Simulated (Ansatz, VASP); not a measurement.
## One calculation of CrAgRh2, two programs

```xyz
4
Lattice="3.2419 0.0000 0.0000 -1.6210 2.8076 0.0000 0.0000 -1.8717 6.7011" Properties=species:S:1:pos:R:3 pbc="T T T"
Cr    1.6210   -0.9359    3.3505
Rh    0.0000    0.0000    2.2495
Rh    1.6210    0.9359    4.4515
Ag    0.0000    0.0000    0.0000
```

Alike in both runs: task single point; functional r2SCAN; k mesh 10 × 10 × 10; no spin polarisation.

|  | VASP | Ansatz |
| --- | --- | --- |
| version | VASP 6.6.1 | Ansatz 0.2.0 |
| potentials or method | VASP PAW PBE potentials, release 64 (Cr_pv, Rh_pv, Ag), cutoff 520 eV | PAW plane waves |
| occupations | fermi-dirac, width 0.1 eV | fermi-dirac |
| valence electrons in the cell | 53 | 67 |

```tsv
	VASP	Ansatz	Ansatz less VASP
rms of the force components (eV/Å)	0.110	0.013	-0.0976
```

VASP's potentials were made for PBE, not for r2SCAN. Atom by atom the forces differ by 0.098 eV/Å (rms over components). VASP's potentials hold 53 valence electrons a cell and Ansatz's 67, so a difference there can come from the potentials and not from the codes. Ansatz's warnings: structure snapped to symmetry.
